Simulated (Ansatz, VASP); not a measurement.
**One calculation of La, two programs**

The input INCAR:

```
SYSTEM = La
  PREC = Accurate
  ENCUT = 520
  EDIFF = 1E-6
  ISMEAR = 0
  SIGMA = 0.15
  LREAL = .False.
  LASPH = .True.
  NELM = 100
  ALGO = Fast
  ISIF = 2
  LWAVE = .False.
  LCHARG = .False.
  GGA = PS
  NBANDS = 30
```

File KPOINTS:

```
Automatic mesh
0
Gamma
  12 12 4
  0 0 0
```

Contents of POSCAR:

```
La
1.0
    3.6612629057      0.0000000000      0.0000000000
   -1.8306314528      3.1707466863      0.0000000000
    0.0000000000      0.0000000000     12.5540000000
La
4
Direct
    0.0000000000      0.0000000000      0.0000000000
    0.0000000000      0.0000000000      0.5000000000
    0.3333333333      0.6666666667      0.2500000000
    0.6666666667      0.3333333333      0.7500000000
```

Input for Ansatz:

```yaml
crystal:
  lattice:
    - [3.6612629057, 0.0, 0.0]
    - [-1.8306314528, 3.1707466863, 0.0]
    - [0.0, 0.0, 12.554]
  atoms:
    - { symbol: La, position: [0.0, 0.0, 0.0] }
    - { symbol: La, position: [0.0, 0.0, 0.5] }
    - { symbol: La, position: [0.3333333333, 0.6666666667, 0.25] }
    - { symbol: La, position: [0.6666666667, 0.3333333333, 0.75] }
basis:
  ecutwfc: 420
kpoints:
  mp_grid: { grid: [12, 12, 4] }
hamiltonian:
  xc: pbesol
scf:
  occupations: { method: gaussian, width: 0.15 }
output:
  forces: true
  stress: true
  eigenvalues: true
```

Alike in both runs: task single point; functional PBEsol; k mesh 12 × 12 × 4; occupations gaussian, width 0.15 eV; no spin polarisation.

```csv
,VASP,Ansatz
version,VASP 6.6.1,Ansatz 0.2.0
potentials or method,"VASP PAW PBE potentials, release 64 (La), cutoff 520 eV","scalar-relativistic, plane waves, PAW"
valence electrons in the cell,44,44
```

Ansatz gave:

| Property | Result |
| --- | --- |
| gap on the k mesh at the Fermi level (eV) | none |
| pressure (GPa) | -1.6 |
| traceless stress, the component that is largest in VASP (GPa) | -1.96 |

Problem. Estimate VASP's values.

Solution. gap on the k mesh at the Fermi level (eV): none; pressure (GPa): -1.5; traceless stress, the component that is largest in VASP (GPa): -1.96.

VASP's potentials were made for PBE, not for PBEsol. A gap of «none» marks a metal or a gap that the smearing closes. With one functional, cell and mesh, what is left measures potentials, basis and numerics.

Spin-orbit coupling is off throughout.
